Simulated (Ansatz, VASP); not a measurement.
## SiNi: VASP beside Ansatz

```xyz
4
Lattice="2.9230 0.0000 0.0000 0.0000 3.2583 0.0000 0.0000 0.0000 4.6461" Properties=species:S:1:pos:R:3 pbc="T T T"
Ni    1.4615    1.6292    1.5913
Ni    0.0000    0.0000    3.0548
Si    1.4615    1.6292    3.9173
Si    0.0000    0.0000    0.7288
```

Alike in both runs: task single point; functional LDA; k mesh 9 × 8 × 6; occupations fermi-dirac, width 0.05 eV; collinear spin.

```csv
,VASP,Ansatz
version,VASP 6.6.1,Ansatz 0.2.0
potentials or method,"VASP PAW LDA potentials, release 64 (Ni, Si)",Ansatz PAW
plane-wave cutoff (eV),520,420
valence electrons in the cell,28,44
```

Ansatz gave:

| Item | Value |
| --- | --- |
| gap on the k mesh at the Fermi level (eV) | none |
| pressure (GPa) | -0.9 |
| traceless stress, the component that is largest in VASP (GPa) | -1.30 |
| rms of the force components (eV/Å) | 0.086 |
| net moment per atom (μB) | 0.00 |

Problem. Estimate VASP's values.

Solution. gap on the k mesh at the Fermi level (eV): none; pressure (GPa): -0.5; traceless stress, the component that is largest in VASP (GPa): -1.08; rms of the force components (eV/Å): 0.087; net moment per atom (μB): 0.00.

LDA's correlation is that of Perdew and Zunger in VASP and of Perdew and Wang (1992) in Ansatz. Atom by atom the forces differ by 0.008 eV/Å (rms over components). A gap of «none» marks a metal or a gap that the smearing closes. VASP's potentials hold 28 valence electrons a cell and Ansatz's 44, so a difference there can come from the potentials and not from the codes.
